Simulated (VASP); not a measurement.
Here is a VASP 6.6.1 calculation.

The input INCAR:

```
PREC = Accurate
ENCUT = 520
EDIFF = 1E-6
ISMEAR = -1
SIGMA = 0.05
LREAL = Auto
LASPH = T
NELM = 60
ALGO = Normal
ISIF = 2
LWAVE = F
LCHARG = F
GGA = PE
IVDW = 12
NBANDS = 36
```

KPOINTS

```
Automatic mesh
0
Gamma
  1 1 1
```

POSCAR

```
H10CO5
1.0
    5.6566530000      0.0000000000      0.0000000000
    0.0000000000      5.6566530000      0.0000000000
    0.0000000000      0.0000000000      5.6566530000
O H C
5 10 1
Direct
    0.5081273325      0.8368199357      0.0782971839
    0.5424939447      0.2802187088      0.8291121976
   -0.0551562912      0.5766130608      0.8258417124
    0.0264113779      1.0347992002     -0.0231232144
    0.2247795649      1.0571622477      0.5285988022
    0.5489995586      0.6767429432      0.0203300432
    0.5662358996      0.9576687840     -0.0406777647
    0.4677324206      0.2655280428      0.6731896052
    0.7051519688      0.3499772745      0.8091357204
   -0.0129405145      0.7394478678      0.8113631860
    0.0619624361      0.5085162551      0.9258832034
    0.1724871580      1.0597079227      0.0723749539
   -0.0721097794      0.9928132413      0.1166767698
    0.5487343841      0.8855236480      0.5438728520
    0.2764532313      0.7135845172      0.4719752122
    0.3598240868      0.8862307799      0.5166482724
```

Potentials or basis: VASP PAW PBE potentials, release 64 (O, H, C).

Command:

```sh
$ cat potpaw_PBE.64/O/POTCAR potpaw_PBE.64/H/POTCAR potpaw_PBE.64/C/POTCAR > POTCAR
$ mpirun -np 1 vasp_gam > vasp.out
```

**Question.** Predict the pressure.

**Answer.** -1.1 GPa.

**Question.** Predict the largest force.

**Answer.** 2.408 eV/Å.

**Question.** Estimate the dispersion energy per atom.

**Answer.** -0.035 eV.

Forces in eV/Å, atoms in the order of the input:
```
O    0.438 -0.011 -0.663
O    0.986  0.262  0.012
O   -1.052 -0.913 -0.772
O    0.184  0.225  2.390
O    1.070 -0.094 -0.219
H    0.021  0.687  0.055
H   -0.439 -0.569  0.719
H   -0.063  0.097  0.239
H   -0.932 -0.238 -0.101
H    0.217  1.230  0.157
H    0.742 -0.517  0.487
H   -0.180 -0.110 -1.140
H   -0.147  0.116 -0.934
H    1.043  0.415  0.250
H    0.322 -0.263  0.165
C   -2.209 -0.316 -0.644
```

Caveat: the k points lie up to 1.11 Å⁻¹ apart.
